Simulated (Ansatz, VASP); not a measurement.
**CdS: VASP beside Ansatz**

The input INCAR:

```
ALGO = Normal
EDIFF = 1E-6
ENCUT = 520
GGA = PE
ISIF = 2
ISMEAR = -1
LASPH = True
LCHARG = True
LELF = True
LREAL = False
LVHAR = True
LWAVE = False
NBANDS = 16
NELM = 60
PREC = Accurate
SIGMA = 0.05
```

KPOINTS

```
k-points
0
Gamma
  13 13 13
```

File POSCAR:

```
CdS
1.0
    0.0000000000      2.5535888761      2.5535888761
    2.5535888761      0.0000000000      2.5535888761
    2.5535888761      2.5535888761      0.0000000000
Cd S
1 1
Direct
    0.0000000000      0.0000000000      0.0000000000
    0.2500000000      0.2500000000      0.2500000000
```

Input for Ansatz:

```yaml
crystal:
  lattice:
    - [0.0, 2.5535888761, 2.5535888761]
    - [2.5535888761, 0.0, 2.5535888761]
    - [2.5535888761, 2.5535888761, 0.0]
  atoms:
    - { symbol: Cd, position: [0.0, 0.0, 0.0] }
    - { symbol: S, position: [0.25, 0.25, 0.25] }
kpoints:
  mp_grid: { grid: [13, 13, 13] }
scf:
  occupations: { method: fermi_dirac, width: 0.05 }
hamiltonian:
  xc: pbe
  pseudopotentials: { kind: all_electron, lapw: { basis_error: 0.001 } }
output:
  forces: true
  stress: true
  eigenvalues: true
  populations: true
```

Change from the starting cell: volume scaled by 0.64, LAPW.

Alike in both runs: task single point; functional PBE; k mesh 13 × 13 × 13; occupations fermi-dirac, width 0.05 eV; no spin polarisation.

|  | VASP | Ansatz |
| --- | --- | --- |
| version | VASP 6.6.1 | Ansatz 0.2.0 |
| potentials or method | VASP PAW PBE potentials, release 64 (Cd, S), cutoff 520 eV | all-electron LAPW, scalar-relativistic |

```tsv
	VASP	Ansatz	Ansatz less VASP
pressure (GPa)	68.0	66.1	-1.83
```

Both programs put the cell under a high pressure, so it lies far from rest at this level. Ansatz ran all-electron here, and VASP with PAW potentials.

Noted on VASP's run: the cell as given lies far from equilibrium.
